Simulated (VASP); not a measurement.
# C (Cmmm) in VASP: further runs

The runs below take C through single point, with PBE.

All numbers are computed with VASP 6.6.1; they aren't measurements. Logs are shortened: lines on timing, memory, paths and dates and some standing lists are left out, and cuts for length are marked.

**1. The cell of the first run**

The structure is orthorhombic, space group Cmmm (No. 65). Conventional cell: a = 2.520 Å, b = 5.823 Å, c = 2.233 Å, α = 90.00°, β = 90.00°, γ = 90.00°. C (site symmetry m2m) has 4 C at 1.51 to 1.52 Å within 2.0 Å. C (site symmetry mmm) has 4 C at 1.52 Å within 2.0 Å.

**2. Single point, PBE, collinear spin, ferromagnetic start**

Contents of INCAR:

```
PREC = Accurate ; ENCUT = 520
EDIFF = 1E-7 ; ISMEAR = 0
SIGMA = 0.1 ; LREAL = False
LASPH = True ; NELM = 150
ALGO = Normal ; ISIF = 2
LWAVE = False ; LCHARG = False
ISPIN = 2 ; MAGMOM = 1 1 1
LORBIT = 11 ; GGA = PE
NBANDS = 17
```

Contents of KPOINTS:

```
Automatic mesh
0
Gamma
  8 8 8
```

Contents of POSCAR:

```
C
1.0
    1.2600109800     -2.9112741200      0.0000000000
    1.2600109800      2.9112741200      0.0000000000
    0.0000000000      0.0000000000      2.2325406700
C
3
Direct
    0.6780484600      0.3219515400      0.5000000000
    0.3219515400      0.6780484600      0.5000000000
    0.5000000000      0.5000000000      0.0000000000
```

Potentials or basis: VASP PAW PBE potentials, release 64 (C).

Run with:

```bash
> cat potpaw_PBE.64/C/POTCAR > POTCAR
> mpirun -np 1 vasp_std > vasp.out
```

OUTCAR:

```text
PREC = Accurate
   ENCUT = 520
   EDIFF = 1E-7
   ISMEAR = 0
   LREAL = False
   LASPH = True
   NELM = 150
   ISIF = 2
   ISPIN = 2
   LORBIT = 11
   GGA = PE

 ion  position               nearest neighbor table
   1  0.678  0.322  0.500-   2 1.51   2 1.51   3 1.52   3 1.52
   2  0.322  0.678  0.500-   1 1.51   1 1.51   3 1.52   3 1.52
   3  0.500  0.500  0.000-   1 1.52   2 1.52   1 1.52   2 1.52

  LATTYP: Found a base centered orthorhombic cell.
 ALAT       =     2.5200219600
 B/A-ratio  =     2.3105148814
 C/A-ratio  =     0.8859211171

  Lattice vectors:

 A1 = (   1.2600109800,  -2.9112741200,   0.0000000000)
 A2 = (   1.2600109800,   2.9112741200,   0.0000000000)
 A3 = (   0.0000000000,   0.0000000000,   2.2325406700)

Analysis of symmetry for initial positions (statically):
=====================================================================
 Subroutine PRICEL returns:
 Original cell was already a primitive cell.

 Routine SETGRP: Setting up the symmetry group for a
 base centered orthorhombic supercell.

 Subroutine GETGRP returns: Found  8 space group operations
 (whereof  8 operations were pure point group operations)
 out of a pool of  8 trial point group operations.

The static configuration has the point symmetry D_2h.

Analysis of symmetry for dynamics (positions and initial velocities):
=====================================================================
 Subroutine PRICEL returns:
 Original cell was already a primitive cell.

 Routine SETGRP: Setting up the symmetry group for a
 base centered orthorhombic supercell.

 Subroutine GETGRP returns: Found  8 space group operations
 (whereof  8 operations were pure point group operations)
 out of a pool of  8 trial point group operations.

The dynamic configuration has the point symmetry D_2h.

Analysis of structural, dynamic, and magnetic symmetry:
=====================================================================
 Subroutine PRICEL returns:
 Original cell was already a primitive cell.

 Routine SETGRP: Setting up the symmetry group for a
 base centered orthorhombic supercell.

 Subroutine GETGRP returns: Found  8 space group operations
 (whereof  8 operations were pure point group operations)
 out of a pool of  8 trial point group operations.

The overall configuration has the point symmetry D_2h.

 Subroutine INISYM returns: Found  8 space group operations
 (whereof  8 operations are pure point group operations),
 and found     1 'primitive' translations

----------------------------------------------------------------------------------------

                                     Primitive cell

  volume of cell :      16.3790

  direct lattice vectors                    reciprocal lattice vectors
     1.260010980 -2.911274120  0.000000000     0.396821939 -0.171746108  0.000000000
     1.260010980  2.911274120  0.000000000     0.396821939  0.171746108  0.000000000
     0.000000000  0.000000000  2.232540670     0.000000000  0.000000000  0.447920172

  length of vectors
     3.172245998  3.172245998  2.232540670     0.432393775  0.432393775  0.447920172

  position of ions in fractional coordinates (direct lattice)
     0.678048460  0.321951540  0.500000000
     0.321951540  0.678048460  0.500000000
     0.500000000  0.500000000  0.000000000

  ion indices of the primitive-cell ions
   primitive index   ion index
                 1           1
                 2           2
                 3           3

----------------------------------------------------------------------------------------

 KPOINTS: Automatic mesh

Automatic generation of k-mesh.
 Grid dimensions read from file:
 generate k-points for:    8    8    8

 Generating k-lattice:

  Cartesian coordinates                     Fractional coordinates (reciprocal lattice)
     0.049602742 -0.021468264  0.000000000     0.125000000  0.000000000  0.000000000
     0.049602742  0.021468264  0.000000000     0.000000000  0.125000000  0.000000000
     0.000000000  0.000000000  0.055990021     0.000000000  0.000000000  0.125000000

  Length of vectors
     0.054049222  0.054049222  0.055990021

  Shift w.r.t. Gamma in fractional coordinates (k-lattice)
     0.000000000  0.000000000  0.000000000

 Subroutine IBZKPT returns following result:
 ===========================================

 Found    105 irreducible k-points:

 Following reciprocal coordinates:
            Coordinates               Weight
  0.000000  0.000000  0.000000      1.000000
  0.125000  0.000000  0.000000      4.000000
  0.250000  0.000000  0.000000      4.000000
  0.375000 -0.000000  0.000000      4.000000
  0.500000  0.000000  0.000000      2.000000
  0.125000  0.125000  0.000000      2.000000
[... 16 lines left out ...]
  0.125000  0.000000  0.125000      8.000000
  0.250000  0.000000  0.125000      8.000000
 [... further k-points ...]
   k-points           NKPTS =    105   k-points in BZ     NKDIM =    105   number of bands    NBANDS=     17
   number of dos      NEDOS =    301   number of ions     NIONS =      3
   total plane-waves  NPLWV =  10368
   dimension x,y,z NGX =    24 NGY =   24 NGZ =   18
   dimension x,y,z NGXF=    48 NGYF=   48 NGZF=   36
   ions per type =               3
   NGX,Y,Z   is equivalent  to a cutoff of  12.58, 12.58, 13.40 a.u.
   NGXF,Y,Z  is equivalent  to a cutoff of  25.16, 25.16, 26.81 a.u.
 SYSTEM =  unknown system
   PREC   = accura    normal or accurate (medium, high low for compatibility)
   ISTART =      0    job   : 0-new  1-cont  2-samecut
   ICHARG =      2    charge: 1-file 2-atom 10-const
   ISPIN  =      2    spin polarized calculation?
   LNONCOLLINEAR =      F non collinear calculations
   LSORBIT =      F    spin-orbit coupling
   LASPH  =      T    aspherical Exc in radial PAW
   ENCUT  =  520.0 eV  38.22 Ry    6.18 a.u.   5.90  5.90  4.15*2*pi/ulx,y,z
   NELM   =    150;   NELMIN=  2; NELMDL= -5     # of ELM steps
   EDIFF  = 0.1E-06   stopping-criterion for ELM
   LREAL  =      F    real-space projection
   EDIFFG = 0.1E-05   stopping-criterion for IOM
   NSW    =      0    number of steps for IOM
   IBRION =     -1    ionic relax: 0-MD 1-quasi-New 2-CG
   NFREE  =      0    steps in history (QN), initial steepest desc. (CG)
   ISIF   =      2    stress and relaxation
   ISYM   =      2    0-nonsym 1-usesym 2-fastsym
   POTIM  = 0.5000    time-step for ionic-motion
   TEBEG  =    0.0;   TEEND  =   0.0 temperature during run
   PSTRESS=    0.0 pullay stress
   NELECT =      12.0000    total number of electrons
   NUPDOWN=      -1.0000    fix difference up-down
   EMIN   =  10.00;   EMAX   =-10.00  energy-range for DOS
   EFERMI =   0.00;   METHOD = LEGACY
   ISMEAR =     0;   SIGMA  =   0.10  broadening in eV -4-tet -1-fermi 0-gaus
   EFERMI_NEDOS =   21; number of points for ismear=-14 and -15
   IALGO  =     38    algorithm
   IMIX   =      4    mixing-type and parameters
     AMIX     =   0.40;   BMIX     =  1.00
     AMIX_MAG =   1.60;   BMIX_MAG =  1.00
  volume/ion in A,a.u.               =       5.46        36.84
  Fermi-wavevector in a.u.,A,eV,Ry     =   1.475841  2.788936 29.634950  2.178107
  Thomas-Fermi vector in A             =   2.590441
   LORBIT       =     11    0 simple, 1 ext, 2 COOP (PROOUT), +10 PAW based schemes
   GGA     = PE    functional components
   LHFCALC =     F    Hartree Fock is set to
   AEXX    =    0.0000 exact exchange contribution
   IVDW    =     0    specifies the selected vdW correction
   LEPSILON=     F    determine dielectric tensor
   LRPA    =     F    only Hartree local field effects (RPA)
 spin polarized calculation
 Gauss-broadening in eV      SIGMA  =   0.10
  energy-cutoff  :      520.00
  volume of cell :       16.38
 maximum number of plane-waves:       453
   NGX = 11   NGY = 11   NGZ =  9

 number of electron      12.0000001 magnetization       0.0002998

 number of electron      12.0000001 magnetization      -0.0000908

 Free energy of the ion-electron system (eV)
  ---------------------------------------------------
  ext. energy  EPLUGINS =         0.00000000
  ---------------------------------------------------
  free energy    TOTEN  =       -22.09587024 eV

  energy without entropy =      -22.09204666  energy(sigma->0) =      -22.09395845

 E-fermi :  11.3843     XC(G=0): -13.5211

 val. band max:       11.3836666631   @ k =   0.5000   0.1250   0.3750
 cond. band min:      11.3994923526   @ k =  -0.1250   0.1250   0.2500
 fundamental gap:      0.0158256895
 Fermi energy:        11.3842878758

 spin component 1

 k-point     1 :       0.0000    0.0000    0.0000
  band No.  band energies     occupation
      1     -12.2029      1.00000
      2       0.3570      1.00000
      3       0.6555      1.00000
      4       5.5529      1.00000
      5       6.2709      1.00000
      6       9.6670      1.00000
[... 9 lines left out ...]
     16      41.1117      0.00000
     17      45.2992      0.00000
[... 443 lines left out ...]
      1     -10.5890      1.00000
      2      -1.9078      1.00000
      3       1.6740      1.00000
      4       3.0662      1.00000
      5       5.2971      1.00000
      6       8.7382      1.00000
[... 9 lines left out ...]
     16      35.5858      0.00000
     17      38.9665      0.00000

 [... further k-points ...]

 spin component 2

 k-point     1 :       0.0000    0.0000    0.0000
  band No.  band energies     occupation
      1     -12.2029      1.00000
      2       0.3570      1.00000
      3       0.6554      1.00000
      4       5.5528      1.00000
      5       6.2708      1.00000
      6       9.6670      1.00000
[... 9 lines left out ...]
     16      41.1117      0.00000
     17      45.2959      0.00000
[... 443 lines left out ...]
      1     -10.5891      1.00000
      2      -1.9078      1.00000
      3       1.6739      1.00000
      4       3.0661      1.00000
      5       5.2970      1.00000
      6       8.7382      1.00000
[... 9 lines left out ...]
     16      35.5857      0.00000
     17      38.9664      0.00000

 [... further k-points ...]

------------------------ aborting loop because EDIFF is reached ----------------------------------------

  FORCE on cell =-STRESS in cart. coord.  units (eV):
  Direction    XX          YY          ZZ          XY          YZ          ZX
  --------------------------------------------------------------------------------------
  -------------------------------------------------------------------------------------
  Total        0.1604379      6.0575856     12.3964125      0.0000000      0.0000000      0.0000000
  in kB       15.6938915    592.5477286   1212.6062369      0.0000000      0.0000000      0.0000000
  external PRESSURE =     606.9492857 kB  Pullay stress =       0.0000000 kB

 VOLUME and BASIS-vectors are now :
 -----------------------------------------------------------------------------
  energy-cutoff  :      520.00
  volume of cell :       16.38
      direct lattice vectors                 reciprocal lattice vectors
     1.260010980 -2.911274120  0.000000000     0.396821939 -0.171746108  0.000000000
     1.260010980  2.911274120  0.000000000     0.396821939  0.171746108  0.000000000
     0.000000000  0.000000000  2.232540670     0.000000000  0.000000000  0.447920172

 POSITION                                       TOTAL-FORCE (eV/Angst)
 -----------------------------------------------------------------------------------
      1.26001     -1.03670      1.11627        -0.000000     -0.772135      0.000000
      1.26001      1.03670      1.11627        -0.000000      0.772135      0.000000
      1.26001      0.00000      0.00000         0.000000      0.000000      0.000000
 -----------------------------------------------------------------------------------
    total drift:                               -0.000000     -0.000000      0.000000

  FREE ENERGIE OF THE ION-ELECTRON SYSTEM (eV)
  ---------------------------------------------------
  free  energy   TOTEN  =       -22.0958702438 eV

  energy  without entropy=      -22.0920466626  energy(sigma->0) =      -22.09395845

 total charge

# of ion       s       p       d       tot
------------------------------------------
    1        0.893   1.698   0.000   2.591
    2        0.893   1.698   0.000   2.591
    3        0.829   1.768   0.000   2.598
--------------------------------------------------
tot          2.615   5.163   0.000   7.779

 magnetization (x)

# of ion       s       p       d       tot
------------------------------------------
    1       -0.000  -0.000   0.000  -0.000
    2       -0.000  -0.000   0.000  -0.000
    3        0.000   0.000   0.000   0.000
--------------------------------------------------
tot         -0.000  -0.000   0.000  -0.000
```

It took 34 s on 1 thread of Intel Xeon Platinum 8488C (Sapphire Rapids), shared host; peak memory 0.15 GiB.

Results:

| Quantity | Value |
| --- | --- |
| Free energy | -22.0959 eV |
| Pressure | 60.7 GPa |
| Largest force | 0.772 eV/Å |
| Band gap on the k mesh | zero (filled and empty bands overlap) |
| Net moment | 0.00 μB per cell |
| Valence electrons inside the program's atomic spheres | C 2.59, 2.60 |

Forces in eV/Å, atoms in the order of the input:
```
C    0.000 -0.772  0.000
C    0.000  0.772  0.000
C    0.000  0.000  0.000
```

Stress tensor (GPa, compression positive):
```
  1.57   0.00   0.00
  0.00  59.25   0.00
  0.00   0.00 121.26
```

**3. Single point, PBE, collinear spin, ferromagnetic start**

This run uses another cell than the first one, of 6.17 Å³/atom, 1.130 times its volume.

Contents of INCAR:

```
ALGO = Normal
EDIFF = 1E-6
ENCUT = 520
GGA = PE
ISIF = 2
ISMEAR = 0
ISPIN = 2
LASPH = True
LCHARG = False
LORBIT = 11
LREAL = False
LWAVE = False
MAGMOM = 1 1 1
NBANDS = 17
NELM = 150
PREC = Accurate
SIGMA = 0.1
```

Contents of KPOINTS:

```
k-points
0
Gamma
  8 8 8
```

Contents of POSCAR:

```
C
1.0
    1.2371465001     -3.0351767337      0.0000000000
    1.2371465001      3.0351767337      0.0000000000
    0.0000000000      0.0000000000      2.4635143776
C
3
Direct
    0.6813114277      0.3186885723      0.5000000000
    0.3186885723      0.6813114277      0.5000000000
    0.5000000000      0.5000000000      0.0000000000
```

Potentials or basis: VASP PAW PBE potentials, release 64 (C).

Run with:

```bash
> cat potpaw_PBE.64/C/POTCAR > POTCAR
> mpirun -np 1 vasp_std > vasp.out
```

Wall time 29 s (1 thread of Intel Xeon Platinum 8488C (Sapphire Rapids), shared host); peak memory 0.16 GiB.

Results (log left out):

- Free energy: -22.8002 eV
- Pressure: 0.4 GPa
- Largest force: 0.023 eV/Å
- Band gap on the k mesh: zero (filled and empty bands overlap)
- Net moment: 0.00 μB per cell
- Valence electrons inside the program's atomic spheres: C 2.50, 2.35

Forces in eV/Å, atoms in the order of the input:
```
C    0.000  0.023  0.000
C    0.000 -0.023  0.000
C    0.000  0.000  0.000
```

Stress tensor (GPa, compression positive):
```
0.55 0.00 0.00
0.00 0.46 0.00
0.00 0.00 0.16
```

Levels at points of the mesh, in eV from the Fermi level:
Spin up:
| k point | band 2 | band 3 | band 4 | band 5 | band 6 | band 7 | band 8 | band 9 | band 10 | band 11 |
| --- | --- | --- | --- | --- | --- | --- | --- | --- | --- | --- |
| (0.00, 0.00, 0.00) | -9.86 | -9.28 | -5.54 | -4.67 | 0.59 | 5.25 | 5.45 | 6.27 | 7.30 | 11.58 |
| (0.50, 0.00, 0.00) | -15.04 | -10.62 | -7.51 | -3.09 | -1.44 | 1.92 | 7.48 | 9.45 | 10.73 | 11.07 |
| (0.50, 0.50, 0.00) | -17.73 | -5.96 | -2.42 | -2.03 | -2.00 | 4.25 | 4.43 | 6.28 | 10.04 | 10.44 |
| (0.00, 0.00, 0.50) | -15.10 | -7.62 | -5.33 | -3.86 | -3.85 | 0.70 | 3.22 | 8.61 | 9.29 | 13.81 |
| (0.50, 0.00, 0.50) | -12.23 | -11.61 | -8.91 | -8.02 | -3.16 | -1.38 | 2.88 | 8.44 | 9.91 | 12.09 |
| (0.50, 0.50, 0.50) | -13.67 | -12.17 | -11.66 | -4.36 | 2.77 | 3.69 | 7.86 | 8.31 | 8.98 | 11.54 |
Spin down:
```tsv
k point	band 2	band 3	band 4	band 5	band 6	band 7	band 8	band 9	band 10	band 11
(0.00, 0.00, 0.00)	-9.86	-9.28	-5.54	-4.67	0.59	5.25	5.45	6.27	7.30	11.58
(0.50, 0.00, 0.00)	-15.04	-10.62	-7.51	-3.09	-1.44	1.92	7.48	9.45	10.73	11.07
(0.50, 0.50, 0.00)	-17.73	-5.96	-2.42	-2.03	-2.00	4.25	4.43	6.28	10.04	10.44
(0.00, 0.00, 0.50)	-15.10	-7.62	-5.33	-3.86	-3.85	0.70	3.22	8.61	9.29	13.81
(0.50, 0.00, 0.50)	-12.23	-11.61	-8.91	-8.02	-3.16	-1.38	2.88	8.44	9.91	12.09
(0.50, 0.50, 0.50)	-13.67	-12.17	-11.66	-4.36	2.77	3.69	7.86	8.31	8.98	11.54
```

**4. Single point, PBE**

This run uses another cell than the first one: it holds 6 atoms, not 3.

Contents of INCAR:

```
SYSTEM = C
PREC = Accurate ; ENCUT = 520
EDIFF = 1E-6 ; ISMEAR = 0
SIGMA = 0.2 ; LREAL = .FALSE.
LASPH = .TRUE. ; NELM = 80
ALGO = Normal ; ISIF = 2
LWAVE = .FALSE. ; LCHARG = .FALSE.
GGA = PE ; NBANDS = 21
```

Contents of KPOINTS:

```
Automatic mesh
0
G
  8 8 6
  0 0 0
```

Contents of POSCAR:

```
C
1.0
    0.0000000000      0.0000000000     -2.4702005784
   -1.2372448369     -3.0325381923      0.0000000000
   -3.7117345107      3.0325381923      0.0000000000
C
6
Direct
    0.5000000000      0.0223072002      0.6592309333
    0.5000000000      0.5223072002      0.1592309333
    0.5000000000      0.4776927998      0.8407690667
    0.5000000000      0.9776927998      0.3407690667
    0.0000000000      0.7500000000      0.7500000000
    0.0000000000      0.2500000000      0.2500000000
```

Run with:

```bash
> cat potpaw_PBE.64/C/POTCAR > POTCAR
> mpirun -np 1 vasp_std > vasp.out
```

It took 53 s on 1 thread of Intel Xeon Platinum 8488C (Sapphire Rapids), shared host; peak memory 0.18 GiB.

The run converged. Its results:

```
Free energy            : -45.5899 eV
Pressure               : 0.5 GPa
Largest force          : 0.033 eV/Å
Band gap on the k mesh : zero (band 12 reaches 10.72 eV, above the bottom of band 13 at 7.75 eV)
```

Forces in eV/Å, atoms in the order of the input:
```
C   -0.031 -0.012  0.000
C   -0.031 -0.012  0.000
C    0.031  0.012  0.000
C    0.031  0.012  0.000
C    0.000  0.000  0.000
C    0.000  0.000  0.000
```

Stress tensor (GPa, compression positive):
```
-0.87  0.33  0.00
 0.33  2.55  0.00
 0.00  0.00 -0.30
```

Levels at points of the mesh, in eV from the Fermi level:
```tsv
k point	band 8	band 9	band 10	band 11	band 12	band 13	band 14	band 15	band 16	band 17
(0.00, 0.00, 0.00)	-5.61	-4.71	-3.16	-1.48	0.57	1.86	5.12	5.41	6.25	7.21
(0.50, 0.00, 0.00)	-7.61	-5.33	-3.90	-3.88	-3.22	-1.40	0.66	2.84	3.15	8.44
(0.00, 0.50, 0.00)	-3.69	-3.19	-3.19	0.08	0.08	0.50	0.50	6.38	6.38	9.78
(0.50, 0.50, 0.00)	-9.44	-7.77	-7.77	-1.37	-1.37	1.43	1.43	6.24	6.24	10.22
(0.00, 0.00, 0.50)	-6.95	-4.62	-4.62	-2.08	-2.08	3.79	3.79	6.50	6.50	8.94
(0.50, 0.00, 0.50)	-7.28	-6.33	-6.33	-2.11	-2.11	-0.37	-0.37	2.36	2.36	6.77
(0.00, 0.50, 0.50)	-3.16	-2.49	-2.07	-2.03	-1.48	1.86	4.15	4.35	6.22	7.33
(0.50, 0.50, 0.50)	-8.93	-8.03	-4.41	-3.22	-1.40	2.70	2.84	3.71	7.80	8.29
```

**5. Overview**

```tsv
spin	cell	k mesh	smearing	gap on the mesh (eV)	pressure (GPa)	moment (μB)	largest force (eV/Å)
collinear, ferromagnetic start	a = 3.172, b = 3.172, c = 2.233 Å, angles 90.0, 90.0, 133.2°, 3 atoms	8 × 8 × 8	gaussian 0.1 eV	none	60.7	0.00	0.77
collinear, ferromagnetic start	a = 3.278, b = 3.278, c = 2.464 Å, angles 90.0, 90.0, 135.6°, 3 atoms	8 × 8 × 8	gaussian 0.1 eV	none	0.4	0.00	0.02
off	a = 2.470, b = 3.275, c = 4.793 Å, angles 107.1, 90.0, 90.0°, 6 atoms	8 × 8 × 6	gaussian 0.2 eV	none	0.5	-	0.03
```

Alike in all rows: task single point; level PBE; potentials or basis VASP PAW PBE potentials, release 64 (C); cutoff (eV) 520.

Total energies depend on the potentials used, so only differences within one code and one set of settings carry meaning.
